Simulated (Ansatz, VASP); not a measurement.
## SrO: VASP beside Ansatz

```
Sr O
1.0
     0.00000    2.57989    2.57989
     2.57989    0.00000    2.57989
     2.57989    2.57989    0.00000
Sr O
1 1
Cartesian
  2.5799 2.5799 2.5799
  0.0000 0.0000 0.0000
```

Alike in both runs: task single point; functional r2SCAN; k mesh 8 × 8 × 8; no spin polarisation.

|  | VASP | Ansatz |
| --- | --- | --- |
| version | VASP 6.6.1 | Ansatz 0.2.0 |
| potentials or method | VASP PAW PBE potentials, release 64 (Sr_sv, O) | plane waves, PAW |
| plane-wave cutoff (eV) | 520 | 500 |
| occupations | gaussian, width 0.01 eV | fixed |
| valence electrons in the cell | 16 | 16 |

VASP gave:

```
gap on the k mesh at the Fermi level (eV) : 3.75
pressure (GPa)                            : 0.5
```

Question: Estimate Ansatz's values.

Answer: gap on the k mesh at the Fermi level (eV): 3.80; pressure (GPa): 0.0.

VASP's potentials were made for PBE, not for r2SCAN.
